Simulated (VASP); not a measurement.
The system is Al4P.

```
Al P
1.0
    -1.84551    1.84551    6.63203
     1.84551   -1.84551    6.63203
     1.84551    1.84551   -6.63203
Al P
4 1
Direct
  0.75000 0.25000 0.50000
  0.59629 0.59629 0.00000
  0.40371 0.40371 0.00000
  0.25000 0.75000 0.50000
  0.00000 0.00000 0.00000
```

The cell was generated, and may not be a known phase.

- Program: VASP 6.6.1
- Task: relaxation of cell and atoms
- Functional: PBE
- Potentials or basis: VASP PAW PBE potentials, release 64 (Al, P)
- Cutoff: 600 eV
- k mesh: 14 × 14 × 14
- Occupations: gaussian, width 0.1 eV
- Spin: no spin polarisation

At the start: pressure 0.0 GPa; volume 18.07 Å³/atom.

**Question.** Where does the relaxation end?

**Answer.** Over 10 steps the energy falls by 8.0 meV/atom and the volume is 18.09 Å³/atom (+0.1 %); space group I4/mmm (No. 139, to 0.1 Å) before and after.

Step by step:
```csv
step,energy change (eV),largest force (eV/Å),pressure (GPa),volume (Å³)
1,0.0000,0.1297,0.01,90.35
2,-0.0105,0.1143,-0.04,90.36
3,-0.0290,0.0781,-0.04,90.33
4,-0.0307,0.0311,0.43,90.03
5,-0.0382,0.0479,0.05,90.25
6,-0.0384,0.0358,0.23,90.13
7,-0.0398,0.0420,0.13,90.20
8,-0.0397,0.0411,0.14,90.19
9,-0.0398,0.0165,-0.19,90.67
10,-0.0400,0.0100,-0.04,90.45
```

Final structure:
```yaml
crystal:
  lattice:
    - [-1.79136, 1.79136, 7.04678]
    - [1.79136, -1.79136, 7.04678]
    - [1.79136, 1.79136, -7.04678]
  atoms:
    - { symbol: Al, position: [0.75000, 0.25000, 0.50000] }
    - { symbol: Al, position: [0.59252, 0.59252, 0.00000] }
    - { symbol: Al, position: [0.40748, 0.40748, 0.00000] }
    - { symbol: Al, position: [0.25000, 0.75000, 0.50000] }
    - { symbol: P, position: [0.00000, 0.00000, 0.00000] }
```

Caveat: the highest band is partly filled, so the run has too few bands.
